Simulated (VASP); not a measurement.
Write the native input for VASP 6.6.1 that does the following.

* Task: single point
* Functional: LDA
* Potentials or basis: VASP PAW LDA potentials, release 64 (Mn_pv, Hg)
* Cutoff: 520 eV
* k mesh: 10 × 10 × 10
* Occupations: fermi-dirac, width 0.05 eV
* Spin: collinear spin, ferromagnetic start
* Starting moments: [4.0, 0.0] μB
* Dipole correction: no
* Further INCAR settings: ALGO = Normal; EDIFF = 1e-06; NBANDS = 24

The structure of MnHg lies in POSCAR:

```
MnHg
1.0
    3.2880000000      0.0000000000      0.0000000000
    0.0000000000      3.2880000000      0.0000000000
    0.0000000000      0.0000000000      3.3130000000
Mn Hg
1 1
Direct
    0.5000000000      0.5000000000      0.5000000000
    0.0000000000      0.0000000000      0.0000000000
```

These files were run (other wordings do the same):

INCAR

```
  PREC = Accurate
  ENCUT = 520
  EDIFF = 1E-6
  ISMEAR = -1
  SIGMA = 0.05
  LREAL = F
  LASPH = T
  NELM = 150
  ALGO = Normal
  ISIF = 2
  LWAVE = F
  LCHARG = T
  ISPIN = 2
  MAGMOM = 4 0
  LORBIT = 11
  LMAXMIX = 4
  LELF = T
  LVHAR = T
  NBANDS = 24
```

KPOINTS

```
regular mesh
0
Gamma
  10 10 10
```

Potentials or basis: VASP PAW LDA potentials, release 64 (Mn_pv, Hg).

The run is started by

```bash
$ cat potpaw_LDA.64/Mn_pv/POTCAR potpaw_LDA.64/Hg/POTCAR > POTCAR
$ mpirun -np 1 vasp_std > vasp.out
```

It gave:

```yaml
Pressure: -8.7 GPa
Net_moment: 3.71 μB per cell
Site_moments: Mn +3.60; Hg -0.04 μB
Valence_electrons_inside_the_program's_atomic_spheres: Mn 11.45; Hg 10.59
```

Run time: 120 s on 1 thread of Intel(R) Xeon(R) Platinum 8375C CPU @ 2.90GHz (Ice Lake), with other jobs on the host, peak memory 0.26 GiB.
